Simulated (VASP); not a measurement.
The system is InP.

```
In P
1.0
     0.00000    2.93050    2.93050
     2.93050    0.00000    2.93050
     2.93050    2.93050    0.00000
In P
1 1
Direct
  0.00000 0.00000 0.00000
  0.25000 0.25000 0.25000
```

```yaml
Program: VASP 6.6.1
Task: relaxation of cell and atoms
Functional: r2SCAN
Potentials_or_basis: VASP PAW PBE potentials, release 64 (In_d, P)
Cutoff: 600 eV
k_mesh: 10 × 10 × 10
Occupations: gaussian, width 0.02 eV
Spin: no spin polarisation
```

At the start: pressure 1.6 GPa; volume 25.17 Å³/atom.

Task: Where does the relaxation end?

Result: Over 3 steps the energy falls by 2.8 meV/atom and the volume is 25.73 Å³/atom (+2.2 %); space group F-43m (No. 216, to 0.1 Å) before and after.

Step by step:
```
step  energy change (eV)  largest force (eV/Å)  pressure (GPa)  volume (Å³)
   1              0.0000                0.0000            1.59        50.33
   2             -0.0035                0.0000           -0.86        52.18
   3             -0.0055                0.0000            0.01        51.46
```

Final structure:
```yaml
crystal:
  lattice:
    - [0.00000, 2.95229, 2.95229]
    - [2.95229, 0.00000, 2.95229]
    - [2.95229, 2.95229, 0.00000]
  atoms:
    - { symbol: In, position: [0.00000, 0.00000, 0.00000] }
    - { symbol: P, position: [0.25000, 0.25000, 0.25000] }
```

Caveat: the PAW data sets were made with another functional, which shifts forces and pressure a little.
